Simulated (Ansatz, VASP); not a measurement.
**TaN in VASP and in Ansatz**

```
Ta N
1.0
    -1.46808   -2.54278    0.00000
     1.46808   -2.54278    0.00000
     0.00000    0.00000    8.35386
Ta N
3 3
Direct
  0.66667 0.66667 0.08631
  0.66667 0.66667 0.43161
  0.66667 0.66667 0.77692
  0.00000 0.00000 0.94957
  0.00000 0.00000 0.25896
  0.00000 0.00000 0.60426
```

Alike in both runs: task single point; functional r2SCAN; k mesh 23 × 23 × 7; occupations gaussian, width 0.15 eV; no spin polarisation.

|  | VASP | Ansatz |
| --- | --- | --- |
| version | VASP 6.6.1 | Ansatz 0.2.0 |
| potentials or method | VASP PAW PBE potentials, release 64 (Ta_pv, N), cutoff 520 eV | scalar-relativistic, plane waves, PAW |
| valence electrons in the cell | 48 | 54 |

```tsv
	VASP	Ansatz	Ansatz less VASP
gap on the k mesh at the Fermi level (eV)	none	none	-
pressure (GPa)	22.1	20.1	-2.02
traceless stress, the component that is largest in VASP (GPa)	20.11	19.87	-0.238
rms of the force components (eV/Å)	2.335	2.321	-0.0138
```

VASP's potentials were made for PBE, not for r2SCAN. Atom by atom the forces differ by 0.015 eV/Å (rms over components). A gap of «none» marks a metal or a gap that the smearing closes. The functional is the same, so the differences come from potentials, cutoffs and numerics. VASP's potentials hold 48 valence electrons a cell and Ansatz's 54, so a difference there can come from the potentials and not from the codes.

Spin-orbit coupling is off throughout.
